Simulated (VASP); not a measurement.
Crystal: TiPbO3.

```
CELL_PARAMETERS angstrom
3.96390 0.00000 0.00000
0.00000 3.96390 0.00000
0.00000 0.00000 3.96390
ATOMIC_POSITIONS crystal
Ti 0.50000 0.50000 0.50000
Pb 0.00000 0.00000 0.00000
O 0.00000 0.50000 0.50000
O 0.50000 0.00000 0.50000
O 0.50000 0.50000 0.00000
```

Base run:

* Program: VASP 6.6.1
* Functional: pbe exchange, lda correlation
* Potentials or basis: VASP PAW PBE potentials, release 64 (Ti_sv, Pb_d, O)
* Cutoff: 600 eV
* k mesh: 7 × 7 × 7
* Occupations: gaussian, width 0.01 eV
* Spin: no spin polarisation

Its results: band gap on the k mesh 1.90 eV (least direct gap 1.91 eV); pressure 10.3 GPa.

**Question.** The run is repeated on the same cell with these changes: k mesh from 7 × 7 × 7 to 4 × 4 × 4. What comes out?

**Answer.** Band gap on the k mesh 1.72 eV (least direct gap 1.72 eV); pressure 10.3 GPa.

Caveats: the cell stands under pressure; the PAW data sets were made with another functional, which shifts forces and pressure a little; spin-orbit coupling is left out, which moves the levels of the heavy elements; an odd mesh through Γ misses points on the zone boundary, where band edges can lie (at least some runs).
